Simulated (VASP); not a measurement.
Set up this calculation in VASP 6.6.1, as the native input.

| Quantity | Value |
| --- | --- |
| Task | relaxation of cell and atoms |
| Functional | LDA |
| Potentials or basis | VASP PAW LDA potentials, release 64 (Al) |
| Cutoff | 600 eV |
| k mesh | 14 × 14 × 7 |
| Occupations | fermi-dirac, width 0.05 eV |
| Spin | no spin polarisation |
| Target pressure | 20 GPa |
| Dipole correction | no |
| Further INCAR settings | ALGO = Normal; EDIFF = 1e-07; IBRION = 2; EDIFFG = -0.01; NSW = 80; ISIF = 3 |

The structure of Al lies in POSCAR:

```
Al
1.0
    2.8124550000      0.0000000000      0.0000000000
   -1.4062280000      2.4356580000      0.0000000000
    0.0000000000      0.0000000000      4.8668500000
Al
2
Direct
    0.6666666667      0.3333333333      0.7500000000
    0.3333333333      0.6666666667      0.2500000000
```

This isn't the form of Al at room conditions, which is fcc.

One way to write it, as run:

INCAR

```
PREC = Accurate ; ENCUT = 600
EDIFF = 1E-7 ; ISMEAR = -1
SIGMA = 0.05 ; LREAL = False
LASPH = True ; NELM = 60
ALGO = Normal ; ISIF = 3
LWAVE = False ; LCHARG = False
GGA = CA ; IBRION = 2
NSW = 80 ; EDIFFG = -0.01
PSTRESS = 200.0
```

KPOINTS

```
regular mesh
0
Gamma
  14 14 7
```

Potentials or basis: VASP PAW LDA potentials, release 64 (Al).

Run with:

```sh
$ cat potpaw_LDA.64/Al/POTCAR > POTCAR
$ mpirun -np 1 vasp_std > vasp.out
```

Results of the run:

- Relaxed volume: 13.46 Å³/atom
- Relaxed cell: a = 2.656 Å, b = 2.656 Å, c = 4.407 Å, α = 90.00°, β = 90.00°, γ = 120.00°
- Space group after relaxing (to 0.1 Å): P6_3/mmc (No. 194)
- Energy change on relaxing (the run minimises the enthalpy): +126.3 meV/atom
- Ionic steps: 10
- Pressure after relaxing: 20.0 GPa
- Band gap on the k mesh: zero (bands 3 and 4 overlap by 6.46 eV)

Caveat: the cell is relaxed towards a set pressure, so the run minimises the enthalpy, not the energy; the volume moved by over 15 % at a fixed basis, so the end points are rough.

Run time: 50 s on 1 thread of Intel(R) Xeon(R) 6975P-C (Granite Rapids), on a shared host, peak memory 0.15 GiB.
